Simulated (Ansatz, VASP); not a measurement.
Cu3Ni2: VASP beside Ansatz

```
CELL_PARAMETERS angstrom
2.51800 -0.00001 0.00011
-1.25901 2.18087 0.00007
0.00095 0.00127 20.86225
ATOMIC_POSITIONS crystal
Cu 0.33337 0.66706 0.94901
Cu 0.33313 0.66622 0.55099
Cu 0.33313 0.66652 0.75000
Cu 0.66687 0.33372 0.05099
Cu 0.66683 0.33351 0.25000
Cu 0.66665 0.33295 0.44901
Ni 0.33358 0.66707 0.15035
Ni 0.33342 0.66659 0.34965
Ni 0.66644 0.33292 0.65035
Ni 0.66658 0.33344 0.84965
```

Change from the starting cell: cell x1, atoms moved at random (sigma 0.15 Å) and cell strained at random (1.5 %), then relaxed without symmetry.

Alike in both runs: functional PBE; k mesh 12 × 12 × 1; occupations gaussian, width 0.2 eV; no spin polarisation.

Ansatz relaxed the structure, and its values are those at the end. VASP's run is a single point on that final structure, the one shown.

```csv
,VASP,Ansatz
version,VASP 6.6.1,Ansatz 0.2.0
potentials or method,"VASP PAW PBE potentials, release 64 (Cu, Ni), cutoff 520 eV","scalar-relativistic, plane waves, PAW"
valence electrons in the cell,106,186
```

```csv
,VASP,Ansatz,Ansatz less VASP
gap on the k mesh at the Fermi level (eV),none,none,-
pressure (GPa),0.3,0.0,-0.33
rms of the force components (eV/Å),0.003,0.000,-0.0029
```

A gap of «none» marks a metal or a gap that the smearing closes. VASP's potentials hold 106 valence electrons a cell and Ansatz's 186, so a difference there can come from the potentials and not from the codes.
